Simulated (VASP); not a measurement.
A run of VASP 6.6.1 is set up as follows.

Contents of INCAR:

```
ALGO = Fast
EDIFF = 1E-6
ENCUT = 520
GGA = PS
ISIF = 2
ISMEAR = -1
ISPIN = 2
LASPH = T
LCHARG = F
LMAXMIX = 4
LORBIT = 11
LREAL = F
LWAVE = F
MAGMOM = 0 0 0 1
NBANDS = 34
NELM = 150
PREC = Accurate
SIGMA = 0.05
```

File KPOINTS:

```
k-points
0
Gamma
  7 7 7
```

Contents of POSCAR:

```
NiAu3
1.0
    4.0281680000      0.0000000000      0.0000000000
    0.0000000000      4.0281680000      0.0000000000
    0.0000000000      0.0000000000      4.0281680000
Au Ni
3 1
Direct
    0.5000000000      0.5000000000      0.0000000000
    0.0000000000      0.5000000000      0.5000000000
    0.5000000000      0.0000000000      0.5000000000
    0.0000000000      0.0000000000      0.0000000000
```

Potentials or basis: VASP PAW PBE potentials, release 64 (Au, Ni).

The run is started by

```bash
$ cat potpaw_PBE.64/Au/POTCAR potpaw_PBE.64/Ni/POTCAR > POTCAR
$ mpirun -np 1 vasp_std > vasp.out
```

Q: Predict the pressure.

A: -9.4 GPa.

Q: Predict the net moment.

A: 0.00 μB per cell.

Caveat: the PAW data sets were made with another functional, which shifts forces and pressure a little.
